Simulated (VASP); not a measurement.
# Au (P6/mmm) in VASP: further runs

Runs on Au. Level: PBEsol. Tasks: relaxation of cell and atoms, single point.

All numbers are computed with VASP 6.6.1; they aren't measurements. Logs are shortened: lines on timing, memory, paths and dates and some standing lists are left out, and cuts for length are marked.

**1. The cell of the first run**

It takes space group P6/mmm (No. 191, hexagonal). Conventional cell: a = 4.920 Å, b = 4.920 Å, c = 3.016 Å, α = 90.00°, β = 90.00°, γ = 120.00°. Au (site symmetry 6/mmm) has 14 Au at 3.02 to 3.22 Å within 4.0 Å. Within 3.7 Å of Au (site symmetry -6m2) lie 11 Au at 2.84 to 3.22 Å.

This isn't the form of Au at room conditions, which is fcc.

**2. Relaxation of cell and atoms, PBEsol**

Contents of INCAR:

```
SYSTEM = Au
PREC = Accurate ; ENCUT = 600
EDIFF = 1E-6 ; ISMEAR = 0
SIGMA = 0.1 ; LREAL = .False.
LASPH = .True. ; NELM = 80
ALGO = Normal ; ISIF = 3
LWAVE = .False. ; LCHARG = .False.
GGA = PS ; IBRION = 2
NSW = 90 ; EDIFFG = -0.04
```

Contents of KPOINTS:

```
Automatic mesh
0
Gamma
  6 6 6
  0 0 0
```

Contents of POSCAR:

```
Au
1.0
    4.9204593072      0.0000000000      0.0000000000
   -2.4602296536      4.2612427583      0.0000000000
    0.0000000000      0.0000000000      3.0164554883
Au
3
Direct
    0.0000000000      0.0000000000      0.0000000000
    0.3333333333      0.6666666667      0.5000000000
    0.6666666667      0.3333333333      0.5000000000
```

Potentials or basis: VASP PAW PBE potentials, release 64 (Au).

Started as:

```console
> cat potpaw_PBE.64/Au/POTCAR > POTCAR
> mpirun -np 1 vasp_std > vasp.out
```

OUTCAR:

```text
SYSTEM = Au
   PREC = Accurate
   ENCUT = 600
   EDIFF = 1E-6
   ISMEAR = 0
   LREAL = .False.
   LASPH = .True.
   NELM = 80
   ISIF = 3
   GGA = PS
   IBRION = 2
   NSW = 90
   EDIFFG = -0.04

 ion  position               nearest neighbor table
   1  0.000  0.000  0.000-   2 3.22   3 3.22   2 3.22   3 3.22   2 3.22   2 3.22   3 3.22   3 3.22
                             3 3.22   3 3.22   2 3.22   2 3.22
   2  0.333  0.667  0.500-   3 2.84   3 2.84   3 2.84   1 3.22   1 3.22   1 3.22   1 3.22   1 3.22
                             1 3.22
   3  0.667  0.333  0.500-   2 2.84   2 2.84   2 2.84   1 3.22   1 3.22   1 3.22   1 3.22   1 3.22
                             1 3.22

  LATTYP: Found a hexagonal cell.
 ALAT       =     4.9204593072
 C/A-ratio  =     0.6130434783

  Lattice vectors:

 A1 = (   4.9204593072,   0.0000000000,   0.0000000000)
 A2 = (  -2.4602296536,   4.2612427583,   0.0000000000)
 A3 = (   0.0000000000,   0.0000000000,   3.0164554883)

Analysis of symmetry for initial positions (statically):
=====================================================================
 Subroutine PRICEL returns:
 Original cell was already a primitive cell.

 Routine SETGRP: Setting up the symmetry group for a
 hexagonal supercell.

 Subroutine GETGRP returns: Found 24 space group operations
 (whereof 24 operations were pure point group operations)
 out of a pool of 24 trial point group operations.

The static configuration has the point symmetry D_6h.

Analysis of symmetry for dynamics (positions and initial velocities):
=====================================================================
 Subroutine PRICEL returns:
 Original cell was already a primitive cell.

 Routine SETGRP: Setting up the symmetry group for a
 hexagonal supercell.

 Subroutine GETGRP returns: Found 24 space group operations
 (whereof 24 operations were pure point group operations)
 out of a pool of 24 trial point group operations.

The dynamic configuration has the point symmetry D_6h.

 Subroutine INISYM returns: Found 24 space group operations
 (whereof 24 operations are pure point group operations),
 and found     1 'primitive' translations

----------------------------------------------------------------------------------------

                                     Primitive cell

  volume of cell :      63.2468

  direct lattice vectors                    reciprocal lattice vectors
     4.920459307  0.000000000  0.000000000     0.203233060  0.117336662  0.000000000
    -2.460229654  4.261242758  0.000000000     0.000000000  0.234673323  0.000000000
     0.000000000  0.000000000  3.016455488     0.000000000  0.000000000  0.331514920

[... 93 lines left out ...]
   POTIM  = 0.5000    time-step for ionic-motion
   TEBEG  =    0.0;   TEEND  =   0.0 temperature during run
   PSTRESS=    0.0 pullay stress
   NELECT =      33.0000    total number of electrons
   NUPDOWN=      -1.0000    fix difference up-down
   EMIN   =  10.00;   EMAX   =-10.00  energy-range for DOS
   EFERMI =   0.00;   METHOD = LEGACY
   ISMEAR =     0;   SIGMA  =   0.10  broadening in eV -4-tet -1-fermi 0-gaus
   EFERMI_NEDOS =   21; number of points for ismear=-14 and -15
   IALGO  =     38    algorithm
   IMIX   =      4    mixing-type and parameters
     AMIX     =   0.40;   BMIX     =  1.00
     AMIX_MAG =   1.60;   BMIX_MAG =  1.00
  volume/ion in A,a.u.               =      21.08       142.27
  Fermi-wavevector in a.u.,A,eV,Ry     =   1.317953  2.490570 23.633315  1.737000
  Thomas-Fermi vector in A             =   2.447957
   LORBIT       =      0    0 simple, 1 ext, 2 COOP (PROOUT), +10 PAW based schemes
   GGA     = PS    functional components
   LHFCALC =     F    Hartree Fock is set to
   AEXX    =    0.0000 exact exchange contribution
   IVDW    =     0    specifies the selected vdW correction
   LEPSILON=     F    determine dielectric tensor
   LRPA    =     F    only Hartree local field effects (RPA)
 conjugate gradient relaxation of ions
 non-spin polarized calculation
 Gauss-broadening in eV      SIGMA  =   0.10
  energy-cutoff  :      600.00
  volume of cell :       63.25
 maximum number of plane-waves:      2124
 NGX is ok and might be reduce to    40
   NGX = 19   NGY = 19   NGZ = 13

--------------------------------------- Ionic step        1  -------------------------------------------

 number of electron      33.0000004 magnetization

 Free energy of the ion-electron system (eV)
  ---------------------------------------------------
  ext. energy  EPLUGINS =         0.00000000
  ---------------------------------------------------
  free energy    TOTEN  =       -10.66658294 eV

  energy without entropy =      -10.65353550  energy(sigma->0) =      -10.66005922

------------------------ aborting loop because EDIFF is reached ----------------------------------------

  FORCE on cell =-STRESS in cart. coord.  units (eV):
  Direction    XX          YY          ZZ          XY          YZ          ZX
  --------------------------------------------------------------------------------------
  -------------------------------------------------------------------------------------
  Total       -6.5340871     -6.5340871     -8.0547985      0.0000000      0.0000000      0.0000000
  in kB     -165.5223572   -165.5223572   -204.0452184      0.0000000      0.0000000      0.0000000
  external PRESSURE =    -178.3633109 kB  Pullay stress =       0.0000000 kB
[... 24 lines left out ...]
--------------------------------------- Ionic step        2  -------------------------------------------

 number of electron      33.0000002 magnetization

 E-fermi :  12.0737     XC(G=0): -13.7649

 val. band max:       12.0071862705   @ k =   0.3333   0.1667   0.3333
 cond. band min:      12.0744548945   @ k =   0.3333   0.3333   0.3333
 fundamental gap:      0.0672686240
 Fermi energy:        12.0737034266

 k-point     1 :       0.0000    0.0000    0.0000
  band No.  band energies     occupation
      1       0.3635      2.00000
      2       3.4735      2.00000
      3       5.1210      2.00000
      4       5.7116      2.00000
      5       5.8468      2.00000
      6       5.8468      2.00000
[... 801 lines left out ...]
--------------------------------------- Ionic step        9  -------------------------------------------

 number of electron      33.0000003 magnetization

 Free energy of the ion-electron system (eV)
  ---------------------------------------------------
  ext. energy  EPLUGINS =         0.00000000
  ---------------------------------------------------
  free energy    TOTEN  =       -11.52507164 eV

  energy without entropy =      -11.51585156  energy(sigma->0) =      -11.52046160

 E-fermi :   8.9492     XC(G=0): -12.7580

 val. band max:        8.8863797746   @ k =   0.3333   0.1667   0.1667
 cond. band min:       9.0447057060   @ k =   0.1667   0.1667   0.0000
 fundamental gap:      0.1583259314
 Fermi energy:         8.9491821555

 k-point     1 :       0.0000    0.0000    0.0000
  band No.  band energies     occupation
      1      -0.7581      2.00000
      2       1.9883      2.00000
      3       3.0851      2.00000
      4       3.5867      2.00000
      5       3.9965      2.00000
      6       3.9965      2.00000
[... 573 lines left out ...]
  FREE ENERGIE OF THE ION-ELECTRON SYSTEM (eV)
  ---------------------------------------------------
  free  energy   TOTEN  =       -11.5250716386 eV

  energy  without entropy=      -11.5158515590  energy(sigma->0) =      -11.52046160

 reached required accuracy - stopping structural energy minimisation
```

CONTCAR:

```text
Au
   1.00000000000000
     4.7038614655485382    0.0000000000000000    0.0000000000000000
    -2.3519307327742691    4.0736635250281186   -0.0000000000000000
     0.0000000000000000    0.0000000000000000    2.7204603255164601
  Au
     3
Direct
     0.0000000000000000    0.0000000000000000    0.0000000000000000
     0.3333333332999970    0.6666666667000030    0.5000000000000000
     0.6666666667000030    0.3333333332999970    0.5000000000000000

  0.00000000E+00  0.00000000E+00  0.00000000E+00
  0.00000000E+00  0.00000000E+00  0.00000000E+00
  0.00000000E+00  0.00000000E+00  0.00000000E+00
```

It took 3.9 min on 1 thread of Intel Xeon 8259CL, shared host; peak memory 0.21 GiB.

Results:

| Property | Result |
| --- | --- |
| Free energy | -11.5251 eV |
| Relaxed volume | 17.38 Å³/atom |
| Relaxed cell | a = 4.704 Å, b = 4.704 Å, c = 2.720 Å, α = 90.00°, β = 90.00°, γ = 120.00° |
| Space group after relaxing (to 0.1 Å) | P6/mmm (No. 191) |
| Energy gained by relaxing | 286.2 meV/atom |
| Ionic steps | 9 |
| Pressure after relaxing | 0.0 GPa |
| Band gap on the k mesh | zero (an odd number of electrons rules out a gap without spin polarisation) |

Step by step:
```tsv
step	energy change (eV)	largest force (eV/Å)	pressure (GPa)	volume (Å³)
1	0.0000	0.0000	-17.84	63.25
2	0.0914	0.0000	44.44	44.09
3	-0.8085	0.0000	-0.53	52.29
4	-0.8094	0.0000	0.14	52.07
5	-0.8094	0.0000	0.82	51.86
6	-0.8547	0.0000	2.03	51.52
7	-0.8550	0.0000	1.90	51.55
8	-0.8526	0.0000	-2.33	52.91
9	-0.8585	0.0000	0.00	52.13
```

Final structure:
```cif
data_structure
_symmetry_space_group_name_H-M 'P 1'
_symmetry_Int_Tables_number 1
_cell_length_a 4.7039
_cell_length_b 4.7039
_cell_length_c 2.7205
_cell_angle_alpha 90.000
_cell_angle_beta 90.000
_cell_angle_gamma 120.000
_cell_volume 52.13
loop_
_atom_site_label
_atom_site_type_symbol
_atom_site_fract_x
_atom_site_fract_y
_atom_site_fract_z
_atom_site_occupancy
Au1 Au 0.00000 0.00000 0.00000 1
Au2 Au 0.33333 0.66667 0.50000 1
Au3 Au 0.66667 0.33333 0.50000 1
```

Caveat: the volume moved by over 15 % at a fixed basis, so the end points are rough; the PAW data sets were made with another functional, which shifts forces and pressure a little; spin-orbit coupling is left out, which moves the levels of the heavy elements.

**3. Single point, PBEsol**

This run uses another cell than the first one, of 17.35 Å³/atom.

Contents of INCAR:

```
PREC = Accurate
ENCUT = 520
EDIFF = 1E-7
ISMEAR = 0
SIGMA = 0.1
LREAL = False
LASPH = True
NELM = 100
ALGO = Fast
ISIF = 2
LWAVE = False
LCHARG = True
GGA = PS
LELF = True
LVHAR = True
NBANDS = 24
```

Contents of KPOINTS:

```
Automatic mesh
0
Gamma
  12 12 16
```

Contents of POSCAR:

```
Au
1.0
    4.6625515198      0.0000000000      0.0000000000
   -2.3312757599      4.0378880626      0.0000000000
    0.0000000000      0.0000000000      2.7651676482
Au
3
Direct
    0.0000000000      0.0000000000      0.0000000000
    0.3333333333      0.6666666667      0.5000000000
    0.6666666667      0.3333333333      0.5000000000
```

Potentials or basis: VASP PAW PBE potentials, release 64 (Au).

Started as:

```console
> cat potpaw_PBE.64/Au/POTCAR > POTCAR
> mpirun -np 1 vasp_std > vasp.out
```

It took 3.2 min on 1 thread of Intel Xeon 8259CL, shared host; peak memory 0.29 GiB.

It converged, with:

```
Free energy            : -11.5488 eV
Pressure               : -0.3 GPa
Band gap on the k mesh : zero (an odd number of electrons rules out a gap without spin polarisation)
```

Levels at points of the mesh, in eV from the Fermi level:
| k point | band 13 | band 14 | band 15 | band 16 | band 17 | band 18 | band 19 | band 20 |
| --- | --- | --- | --- | --- | --- | --- | --- | --- |
| (0.00, 0.00, 0.00) | -3.33 | -3.33 | -1.77 | -1.77 | 2.83 | 3.69 | 5.21 | 5.21 |
| (0.50, 0.00, 0.00) | -2.24 | -2.21 | -2.18 | -2.03 | -1.72 | -0.72 | 3.22 | 11.11 |
| (0.00, 0.00, 0.50) | -2.11 | -2.11 | -1.06 | 0.18 | 0.65 | 6.46 | 6.77 | 7.25 |
| (0.50, 0.00, 0.50) | -2.37 | -1.91 | -1.41 | 0.82 | 0.86 | 3.06 | 3.27 | 5.69 |

Caveat: the PAW data sets were made with another functional, which shifts forces and pressure a little; spin-orbit coupling is left out, which moves the levels of the heavy elements.

**4. Relaxation of cell and atoms, PBEsol**

This run uses another cell than the first one, of 17.40 Å³/atom.

Contents of INCAR:

```
SYSTEM = Au
  PREC = Accurate
  ENCUT = 600
  EDIFF = 1E-7
  ISMEAR = 0
  SIGMA = 0.1
  LREAL = .False.
  LASPH = .True.
  NELM = 80
  ALGO = Fast
  ISIF = 3
  LWAVE = .False.
  LCHARG = .False.
  GGA = PS
  IBRION = 2
  NSW = 100
  EDIFFG = -0.01
```

Contents of KPOINTS:

```
regular mesh
0
Gamma
  12 12 16
  0 0 0
```

Contents of POSCAR:

```
Au
1.0
    4.7067204050      0.0000000000      0.0000000000
   -2.3533602025      4.0761394392      0.0000000000
    0.0000000000      0.0000000000      2.7204030687
Au
3
Direct
    0.0000000000      0.0000000000      0.0000000000
    0.3333333333      0.6666666667      0.5000000000
    0.6666666667      0.3333333333      0.5000000000
```

Potentials or basis: VASP PAW PBE potentials, release 64 (Au).

Started as:

```console
> cat potpaw_PBE.64/Au/POTCAR > POTCAR
> mpirun -np 1 vasp_std > vasp.out
```

OUTCAR:

```text
SYSTEM = Au
   PREC = Accurate
   ENCUT = 600
   EDIFF = 1E-7
   ISMEAR = 0
   LREAL = .False.
   LASPH = .True.
   NELM = 80
   ISIF = 3
   GGA = PS
   IBRION = 2
   NSW = 100
   EDIFFG = -0.01

 ion  position               nearest neighbor table
   1  0.000  0.000  0.000-   2 3.04   3 3.04   2 3.04   3 3.04   2 3.04   2 3.04   3 3.04   3 3.04
                             3 3.04   3 3.04   2 3.04   2 3.04
   2  0.333  0.667  0.500-   3 2.72   3 2.72   3 2.72   1 3.04   1 3.04   1 3.04   1 3.04   1 3.04
                             1 3.04
   3  0.667  0.333  0.500-   2 2.72   2 2.72   2 2.72   1 3.04   1 3.04   1 3.04   1 3.04   1 3.04
                             1 3.04

  LATTYP: Found a hexagonal cell.
 ALAT       =     4.7067204050
 C/A-ratio  =     0.5779827214

  Lattice vectors:

 A1 = (   4.7067204050,   0.0000000000,   0.0000000000)
 A2 = (  -2.3533602025,   4.0761394392,   0.0000000000)
[... 261 lines left out ...]
  free energy    TOTEN  =       -11.54851730 eV

  energy without entropy =      -11.54533950  energy(sigma->0) =      -11.54692840

 E-fermi :   8.9784     XC(G=0): -12.7742

 val. band max:        8.9445216292   @ k =   0.3333   0.2500   0.4375
 cond. band min:       8.9949469955   @ k =   0.3333   0.3333   0.4375
 fundamental gap:      0.0504253663
 Fermi energy:         8.9784347735

 k-point     1 :       0.0000    0.0000    0.0000
  band No.  band energies     occupation
      1      -0.7446      2.00000
      2       2.1504      2.00000
      3       3.3678      2.00000
      4       3.8456      2.00000
      5       4.0013      2.00000
      6       4.0013      2.00000
[... 541 lines left out ...]
     19      12.1505      0.00000
     20      16.7601      0.00000

 [... further k-points ...]

------------------------ aborting loop because EDIFF is reached ----------------------------------------

  FORCE on cell =-STRESS in cart. coord.  units (eV):
  Direction    XX          YY          ZZ          XY          YZ          ZX
  --------------------------------------------------------------------------------------
  -------------------------------------------------------------------------------------
  Total        0.0047874      0.0047874      0.0084379      0.0000000     -0.0000000     -0.0000000
  in kB        0.1475167      0.1475167      0.2600007      0.0000000     -0.0000000     -0.0000000
  external PRESSURE =       0.1850114 kB  Pullay stress =       0.0000000 kB
[... 18 lines left out ...]
  FREE ENERGIE OF THE ION-ELECTRON SYSTEM (eV)
  ---------------------------------------------------
  free  energy   TOTEN  =       -11.5485172957 eV

  energy  without entropy=      -11.5453395025  energy(sigma->0) =      -11.54692840

 reached required accuracy - stopping structural energy minimisation
```

Wall time 13 min (1 thread of Intel Xeon 8259CL, shared host); peak memory 0.33 GiB.

What came out:

| Property | Result |
| --- | --- |
| Free energy | -11.5485 eV |
| Relaxed volume | 17.33 Å³/atom |
| Relaxed cell | a = 4.661 Å, b = 4.661 Å, c = 2.764 Å, α = 90.00°, β = 90.00°, γ = 120.00° |
| Space group after relaxing (to 0.1 Å) | P6/mmm (No. 191) |
| Energy gained by relaxing | 5.4 meV/atom |
| Ionic steps | 3 |
| Pressure after relaxing | 0.0 GPa |
| Band gap on the k mesh | zero (an odd number of electrons rules out a gap without spin polarisation) |

Step by step:
```csv
step,energy change (eV),largest force (eV/Å),pressure (GPa),volume (Å³)
1,0.0000,0.0000,-0.27,52.19
2,-0.0157,0.0000,0.14,51.95
3,-0.0163,0.0000,0.02,52.00
```

Final structure:
```
Au
1.0
     4.66086    0.00000    0.00000
    -2.33043    4.03642    0.00000
     0.00000    0.00000    2.76382
Au
3
Direct
  0.00000 0.00000 0.00000
  0.33333 0.66667 0.50000
  0.66667 0.33333 0.50000
```

Caveat: the PAW data sets were made with another functional, which shifts forces and pressure a little; spin-orbit coupling is left out, which moves the levels of the heavy elements.

**5. Summary**

| task | cell | k mesh | cutoff (eV) | gap on the mesh (eV) | pressure (GPa) | relaxed volume (Å³/atom) |
| --- | --- | --- | --- | --- | --- | --- |
| relaxation of cell and atoms | relaxed from a = 4.920, b = 4.920, c = 3.016 Å, angles 90.0, 90.0, 120.0°, 3 atoms | 6 × 6 × 6 | 600 | none | 0.0 | 17.38 |
| single point | a = 4.663, b = 4.663, c = 2.765 Å, angles 90.0, 90.0, 120.0°, 3 atoms | 12 × 12 × 16 | 520 | none | -0.3 | - |
| relaxation of cell and atoms | relaxed from a = 4.707, b = 4.707, c = 2.720 Å, angles 90.0, 90.0, 120.0°, 3 atoms | 12 × 12 × 16 | 600 | none | 0.0 | 17.33 |

Alike in all rows: level PBEsol; potentials or basis VASP PAW PBE potentials, release 64 (Au); no spin polarisation; smearing gaussian 0.1 eV.

Caveats: the PAW data sets were made with another functional, which shifts forces and pressure a little; spin-orbit coupling is left out, which moves the levels of the heavy elements; the volume moved by over 15 % at a fixed basis, so the end points are rough (at least some runs).

Total energies depend on the potentials used, so only differences within one code and one set of settings carry meaning.

The gap in the log of VASP goes by the Fermi energy; the results here count the filled bands.